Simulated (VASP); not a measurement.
A run of VASP 6.6.1:

File INCAR:

```
SYSTEM = Ce
PREC = Accurate
ENCUT = 520
EDIFF = 1E-7
ISMEAR = 0
SIGMA = 0.05
LREAL = .FALSE.
LASPH = .TRUE.
NELM = 60
ALGO = Normal
ISIF = 2
LWAVE = .FALSE.
LCHARG = .TRUE.
LELF = .TRUE.
LVHAR = .TRUE.
NBANDS = 19
```

File KPOINTS:

```
Automatic mesh
0
G
  14 14 8
  0 0 0
```

POSCAR

```
Ce
1.0
    1.5751146900     -3.0862938500      0.0000000000
    1.5751146900      3.0862938500      0.0000000000
    0.0000000000      0.0000000000      5.2209821000
Ce
2
Direct
    0.9031467200      0.0968532800      0.7500000000
    0.0968532800      0.9031467200      0.2500000000
```

Potentials or basis: VASP PAW LDA potentials, release 64 (Ce).

Launch:

```sh
$ cat potpaw_LDA.64/Ce/POTCAR > POTCAR
$ mpirun -np 1 vasp_std > vasp.out
```

Hardware: 1 thread of AMD EPYC 7R43 64-Core Processor (Zen 3), on a shared host.

Problem. How long does it take, and how much memory?

Solution. Wall time 8.3 min on 1 thread of AMD EPYC 7R43 64-Core Processor (Zen 3), with other jobs on the host, peak memory 0.36 GiB. Counts: scf iterations 19, k points 285.
